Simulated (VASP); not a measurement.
W, 3 atoms in the cell. It takes space group Im-3m (No. 229, cubic). The conventional cell has a = 3.184 Å, b = 3.184 Å, c = 3.184 Å, α = 90.00°, β = 90.00°, γ = 90.00°. Within 3.6 Å of W (site symmetry m-3m) lie 14 W at 2.76 to 3.18 Å. 

| Quantity | Value |
| --- | --- |
| Program | VASP 6.6.1 |
| Task | relaxation of cell and atoms |
| Functional | PBE |
| Potentials or basis | VASP PAW PBE potentials, release 64 (W_sv) |
| Cutoff | 600 eV |
| k mesh | 14 × 14 × 14 |
| Occupations | gaussian, width 0.1 eV |
| Spin | no spin polarisation |
| Dipole correction | no |
| Further INCAR settings | ALGO = Fast; EDIFF = 1e-06; IBRION = 2; EDIFFG = -0.015; NSW = 80; ISIF = 3 |

Potentials or basis: VASP PAW PBE potentials, release 64 (W_sv).

Launch:

```sh
$ cat potpaw_PBE.64/W_sv/POTCAR > POTCAR
$ mpirun -np 1 vasp_std > vasp.out
```

Hardware: 1 thread of AMD EPYC 9R45 96-Core Processor (Zen 5), with other jobs on the host.

**Question.** How long does it take, and how much memory?

**Answer.** Wall time 8.6 min on 1 thread of AMD EPYC 9R45 96-Core Processor (Zen 5) (shared host), peak memory 0.37 GiB. Counts: scf iterations 40, k points 244, ion steps 3.
